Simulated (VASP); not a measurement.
# TiAl (Pm-3m) in VASP: notebook

TiAl is run at these levels: revPBE, PBEsol; tasks: single point, relaxation of cell and atoms.

All numbers are computed with VASP 6.6.1; they aren't measurements. Logs are shortened: lines on timing, memory, paths and dates and some standing lists are left out, and cuts for length are marked.

### 1 The cell of the first run

Symmetry: Pm-3m, No. 221, cubic system. Conventional cell: a = 3.179 Å, b = 3.179 Å, c = 3.179 Å, α = 90.00°, β = 90.00°, γ = 90.00°. Ti (site symmetry m-3m) has 8 Al at 2.75 Å and 6 Ti at 3.18 Å within 3.6 Å. Within 3.6 Å of Al (site symmetry m-3m) lie 8 Ti at 2.75 Å and 6 Al at 3.18 Å.

### 2 Single point, revPBE

INCAR reads:

```
SYSTEM = TiAl
PREC = Accurate
ENCUT = 520
EDIFF = 1E-6
ISMEAR = -1
SIGMA = 0.05
LREAL = .FALSE.
LASPH = .TRUE.
NELM = 80
ALGO = Normal
ISIF = 2
LWAVE = .FALSE.
LCHARG = .FALSE.
GGA = RE
NBANDS = 14
```

KPOINTS reads:

```
Automatic mesh
0
G
  8 8 8
  0 0 0
```

POSCAR reads:

```
TiAl
1.0
    3.1790640000      0.0000000000      0.0000000000
    0.0000000000      3.1790640000      0.0000000000
    0.0000000000      0.0000000000      3.1790640000
Ti Al
1 1
Direct
    0.0000000000      0.0000000000      0.0000000000
    0.5000000000      0.5000000000      0.5000000000
```

Potentials or basis: VASP PAW PBE potentials, release 64 (Ti_sv, Al).

Launch:

```bash
> cat potpaw_PBE.64/Ti_sv/POTCAR potpaw_PBE.64/Al/POTCAR > POTCAR
> mpirun -np 1 vasp_std > vasp.out
```

OUTCAR:

```text
SYSTEM = TiAl
   PREC = Accurate
   ENCUT = 520
   EDIFF = 1E-6
   ISMEAR = -1
   LREAL = .FALSE.
   LASPH = .TRUE.
   NELM = 80
   ISIF = 2
   GGA = RE

 ion  position               nearest neighbor table
   1  0.000  0.000  0.000-   2 2.75   2 2.75   2 2.75   2 2.75   2 2.75   2 2.75   2 2.75   2 2.75

   2  0.500  0.500  0.500-   1 2.75   1 2.75   1 2.75   1 2.75   1 2.75   1 2.75   1 2.75   1 2.75

  LATTYP: Found a simple cubic cell.
 ALAT       =     3.1790640000

  Lattice vectors:

 A1 = (   3.1790640000,   0.0000000000,   0.0000000000)
 A2 = (   0.0000000000,   3.1790640000,   0.0000000000)
 A3 = (   0.0000000000,   0.0000000000,   3.1790640000)

Analysis of symmetry for initial positions (statically):
=====================================================================
 Subroutine PRICEL returns:
 Original cell was already a primitive cell.

 Routine SETGRP: Setting up the symmetry group for a
 simple cubic supercell.

 Subroutine GETGRP returns: Found 48 space group operations
 (whereof 48 operations were pure point group operations)
 out of a pool of 48 trial point group operations.

The static configuration has the point symmetry O_h .

Analysis of symmetry for dynamics (positions and initial velocities):
=====================================================================
 Subroutine PRICEL returns:
 Original cell was already a primitive cell.

 Routine SETGRP: Setting up the symmetry group for a
 simple cubic supercell.

 Subroutine GETGRP returns: Found 48 space group operations
 (whereof 48 operations were pure point group operations)
 out of a pool of 48 trial point group operations.

The dynamic configuration has the point symmetry O_h .

 Subroutine INISYM returns: Found 48 space group operations
 (whereof 48 operations are pure point group operations),
 and found     1 'primitive' translations

----------------------------------------------------------------------------------------

                                     Primitive cell

  volume of cell :      32.1290

  direct lattice vectors                    reciprocal lattice vectors
     3.179064000  0.000000000  0.000000000     0.314557996  0.000000000  0.000000000
     0.000000000  3.179064000  0.000000000     0.000000000  0.314557996  0.000000000
     0.000000000  0.000000000  3.179064000     0.000000000  0.000000000  0.314557996

  length of vectors
     3.179064000  3.179064000  3.179064000     0.314557996  0.314557996  0.314557996

  position of ions in fractional coordinates (direct lattice)
     0.000000000  0.000000000  0.000000000
     0.500000000  0.500000000  0.500000000

  ion indices of the primitive-cell ions
   primitive index   ion index
                 1           1
                 2           2

----------------------------------------------------------------------------------------

 KPOINTS: Automatic mesh

Automatic generation of k-mesh.
 Grid dimensions read from file:
 generate k-points for:    8    8    8

 Generating k-lattice:

  Cartesian coordinates                     Fractional coordinates (reciprocal lattice)
     0.039319749  0.000000000  0.000000000     0.125000000  0.000000000  0.000000000
     0.000000000  0.039319749  0.000000000     0.000000000  0.125000000  0.000000000
     0.000000000  0.000000000  0.039319749     0.000000000  0.000000000  0.125000000

  Length of vectors
     0.039319749  0.039319749  0.039319749

  Shift w.r.t. Gamma in fractional coordinates (k-lattice)
     0.000000000  0.000000000  0.000000000

 Subroutine IBZKPT returns following result:
 ===========================================

 Found     35 irreducible k-points:

 Following reciprocal coordinates:
            Coordinates               Weight
  0.000000  0.000000  0.000000      1.000000
  0.125000  0.000000  0.000000      6.000000
  0.250000  0.000000  0.000000      6.000000
  0.375000  0.000000  0.000000      6.000000
  0.500000  0.000000  0.000000      3.000000
  0.125000  0.125000  0.000000     12.000000
[... 16 lines left out ...]
  0.375000  0.375000  0.125000     24.000000
  0.500000  0.375000  0.125000     24.000000
 [... further k-points ...]
   k-points           NKPTS =     35   k-points in BZ     NKDIM =     35   number of bands    NBANDS=     14
   number of dos      NEDOS =    301   number of ions     NIONS =      2
   total plane-waves  NPLWV =  13824
   dimension x,y,z NGX =    24 NGY =   24 NGZ =   24
   dimension x,y,z NGXF=    48 NGYF=   48 NGZF=   48
   ions per type =               1   1
   NGX,Y,Z   is equivalent  to a cutoff of  12.55, 12.55, 12.55 a.u.
   NGXF,Y,Z  is equivalent  to a cutoff of  25.10, 25.10, 25.10 a.u.
 SYSTEM =  TiAl
   PREC   = accura    normal or accurate (medium, high low for compatibility)
   ISTART =      0    job   : 0-new  1-cont  2-samecut
   ICHARG =      2    charge: 1-file 2-atom 10-const
   ISPIN  =      1    spin polarized calculation?
   LNONCOLLINEAR =      F non collinear calculations
   LSORBIT =      F    spin-orbit coupling
   LASPH  =      T    aspherical Exc in radial PAW
   ENCUT  =  520.0 eV  38.22 Ry    6.18 a.u.   5.91  5.91  5.91*2*pi/ulx,y,z
   NELM   =     80;   NELMIN=  2; NELMDL= -5     # of ELM steps
   EDIFF  = 0.1E-05   stopping-criterion for ELM
   LREAL  =      F    real-space projection
   EDIFFG = 0.1E-04   stopping-criterion for IOM
   NSW    =      0    number of steps for IOM
   IBRION =     -1    ionic relax: 0-MD 1-quasi-New 2-CG
   NFREE  =      0    steps in history (QN), initial steepest desc. (CG)
   ISIF   =      2    stress and relaxation
   ISYM   =      2    0-nonsym 1-usesym 2-fastsym
   POTIM  = 0.5000    time-step for ionic-motion
   TEBEG  =    0.0;   TEEND  =   0.0 temperature during run
   PSTRESS=    0.0 pullay stress
   NELECT =      15.0000    total number of electrons
   NUPDOWN=      -1.0000    fix difference up-down
   EMIN   =  10.00;   EMAX   =-10.00  energy-range for DOS
   EFERMI =   0.00;   METHOD = LEGACY
   ISMEAR =    -1;   SIGMA  =   0.05  broadening in eV -4-tet -1-fermi 0-gaus
   EFERMI_NEDOS =   21; number of points for ismear=-14 and -15
   IALGO  =     38    algorithm
   IMIX   =      4    mixing-type and parameters
     AMIX     =   0.40;   BMIX     =  1.00
     AMIX_MAG =   1.60;   BMIX_MAG =  1.00
  volume/ion in A,a.u.               =      16.06       108.41
  Fermi-wavevector in a.u.,A,eV,Ry     =   1.270007  2.399964 21.945065  1.612917
  Thomas-Fermi vector in A             =   2.403017
   LORBIT       =      0    0 simple, 1 ext, 2 COOP (PROOUT), +10 PAW based schemes
   GGA     = RE    functional components
   LHFCALC =     F    Hartree Fock is set to
   AEXX    =    0.0000 exact exchange contribution
   IVDW    =     0    specifies the selected vdW correction
   LEPSILON=     F    determine dielectric tensor
   LRPA    =     F    only Hartree local field effects (RPA)
 non-spin polarized calculation
  energy-cutoff  :      520.00
  volume of cell :       32.13
 maximum number of plane-waves:       912
 NGX is ok and might be reduce to    24
   NGX = 11   NGY = 11   NGZ = 11

 number of electron      14.9999994 magnetization

 Free energy of the ion-electron system (eV)
  ---------------------------------------------------
  ext. energy  EPLUGINS =         0.00000000
  ---------------------------------------------------
  free energy    TOTEN  =       -11.58966661 eV

  energy without entropy =      -11.56715255  energy(sigma->0) =      -11.57840958

 E-fermi :   8.8596     XC(G=0): -11.0233

 val. band max:        8.8374520636   @ k =   0.3750   0.1250   0.1250
 cond. band min:       8.8624678138   @ k =   0.5000   0.3750   0.2500
 fundamental gap:      0.0250157502
 Fermi energy:         8.8595816163

 k-point     1 :       0.0000    0.0000    0.0000
  band No.  band energies     occupation
      1     -48.1446      2.00000
      2     -24.2949      2.00000
      3     -24.2949      2.00000
      4     -24.2949      2.00000
      5      -0.4264      2.00000
      6       7.4089      2.00000
      7       7.4089      2.00000
      8      10.6760      0.00000
      9      10.6760      0.00000
     10      10.6760      0.00000
     11      13.2805      0.00000
     12      13.2805      0.00000
     13      13.2805      0.00000
     14      17.6107      0.00000

 k-point     2 :       0.1250    0.0000    0.0000
  band No.  band energies     occupation
      1     -48.1425      2.00000
      2     -24.3200      2.00000
      3     -24.2927      2.00000
      4     -24.2927      2.00000
      5      -0.1782      2.00000
      6       7.2555      2.00000
      7       7.5196      2.00000
      8      10.2945      0.00000
      9      10.2946      0.00000
     10      10.7049      0.00000
     11      12.4209      0.00000
     12      13.8457      0.00000
     13      13.8457      0.00000
     14      17.2886      0.00000

 k-point     3 :       0.2500    0.0000    0.0000
  band No.  band energies     occupation
      1     -48.1373      2.00000
      2     -24.3802      2.00000
      3     -24.2874      2.00000
      4     -24.2874      2.00000
      5       0.5454      2.00000
      6       6.4693      2.00000
      7       7.8111      2.00000
      8       9.6581      0.00000
      9       9.6581      0.00000
     10      10.7759      0.00000
     11      11.6071      0.00000
     12      15.0565      0.00000
     13      15.0565      0.00000
     14      16.4935      0.00000
[... 324 lines left out ...]
 k-point    23 :       0.3750    0.3750    0.1250
  band No.  band energies     occupation
      1     -48.1180      2.00000
      2     -24.4186      2.00000
      3     -24.4162      2.00000
      4     -24.2925      2.00000
      5       3.3376      2.00000
      6       6.1992      2.00000
      7       6.7045      2.00000
      8       8.5431      1.99644
      9       9.5765      0.00000
     10       9.7932      0.00000
     11      11.8303      0.00000
     12      13.3623      0.00000
     13      14.7632      0.00000
     14      16.0738      0.00000

 k-point    24 :       0.5000    0.3750    0.1250
  band No.  band energies     occupation
      1     -48.1159      2.00000
      2     -24.4407      2.00000
      3     -24.4142      2.00000
      4     -24.2902      2.00000
      5       3.8097      2.00000
      6       5.8270      2.00000
      7       6.8859      2.00000
      8       8.2699      1.99998
      9       9.7600      0.00000
     10       9.7829      0.00000
     11      11.6942      0.00000
     12      13.5589      0.00000
     13      13.9510      0.00000
     14      16.2799      0.00000

 [... further k-points ...]

------------------------ aborting loop because EDIFF is reached ----------------------------------------

  FORCE on cell =-STRESS in cart. coord.  units (eV):
  Direction    XX          YY          ZZ          XY          YZ          ZX
  --------------------------------------------------------------------------------------
  -------------------------------------------------------------------------------------
  Total        0.5497876      0.5497876      0.5497876      0.0000000      0.0000000     -0.0000000
  in kB       27.4162263     27.4162263     27.4162263      0.0000000      0.0000000     -0.0000000
  external PRESSURE =      27.4162263 kB  Pullay stress =       0.0000000 kB

 VOLUME and BASIS-vectors are now :
 -----------------------------------------------------------------------------
  energy-cutoff  :      520.00
  volume of cell :       32.13
      direct lattice vectors                 reciprocal lattice vectors
     3.179064000  0.000000000  0.000000000     0.314557996  0.000000000  0.000000000
     0.000000000  3.179064000  0.000000000     0.000000000  0.314557996  0.000000000
     0.000000000  0.000000000  3.179064000     0.000000000  0.000000000  0.314557996

 POSITION                                       TOTAL-FORCE (eV/Angst)
 -----------------------------------------------------------------------------------
      0.00000      0.00000      0.00000         0.000000      0.000000      0.000000
      1.58953      1.58953      1.58953         0.000000      0.000000      0.000000
 -----------------------------------------------------------------------------------
    total drift:                               -0.000000      0.000000      0.000000

  FREE ENERGIE OF THE ION-ELECTRON SYSTEM (eV)
  ---------------------------------------------------
  free  energy   TOTEN  =       -11.5896666086 eV

  energy  without entropy=      -11.5671525470  energy(sigma->0) =      -11.57840958
```

It took 15 s on 1 thread of AMD EPYC 7R13, shared host; peak memory 0.12 GiB.

Results:

* Free energy: -11.5897 eV
* Pressure: 2.7 GPa

Levels at points of the mesh, in eV from the Fermi level:
| k point | band 5 | band 6 | band 7 | band 8 | band 9 | band 10 |
| --- | --- | --- | --- | --- | --- | --- |
| (0.00, 0.00, 0.00) | -9.29 | -1.45 | -1.45 | 1.82 | 1.82 | 1.82 |
| (0.50, 0.00, 0.00) | -6.05 | -5.21 | -0.56 | 0.16 | 0.16 | 2.02 |
| (0.50, 0.50, 0.00) | -5.00 | -2.13 | -2.13 | -1.48 | 0.72 | 0.72 |
| (0.50, 0.50, 0.50) | -3.10 | -3.10 | -3.10 | 0.69 | 2.79 | 2.79 |

Caveat: the PAW data sets were made with another functional, which shifts forces and pressure a little.

(Part 1 of 2 ends here.)
